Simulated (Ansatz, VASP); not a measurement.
# One calculation of AlGaN2, two programs

```xyz
4
Lattice="2.9284 0.0000 0.0000 0.0000 2.9284 0.0000 0.0000 0.0000 4.6512" Properties=species:S:1:pos:R:3 pbc="T T T"
Al    1.4642    1.4642    2.3256
Ga    0.0000    0.0000    0.0000
N     1.4642    0.0000    3.4481
N     0.0000    1.4642    1.2031
```

Alike in both runs: task single point; functional LDA; k mesh 8 × 8 × 6; occupations gaussian, width 0.02 eV; no spin polarisation.

|  | VASP | Ansatz |
| --- | --- | --- |
| version | VASP 6.6.1 | Ansatz 0.2.0 |
| potentials or method | VASP PAW LDA potentials, release 64 (Al, Ga_d, N), cutoff 520 eV | scalar-relativistic, plane waves, PAW |
| valence electrons in the cell | 26 | 26 |

```tsv
	VASP	Ansatz	Ansatz less VASP
gap on the k mesh at the Fermi level (eV)	2.84	2.86	+0.021
least direct gap on the mesh (eV)	3.27	3.25	-0.011
pressure (GPa)	15.3	14.2	-1.16
traceless stress, the component that is largest in VASP (GPa)	-14.04	-14.16	-0.124
rms of the force components (eV/Å)	0.014	0.000	-0.0135
```

LDA's correlation is that of Perdew and Zunger in VASP and of Perdew and Wang (1992) in Ansatz. Atom by atom the forces differ by 0.014 eV/Å (rms over components).
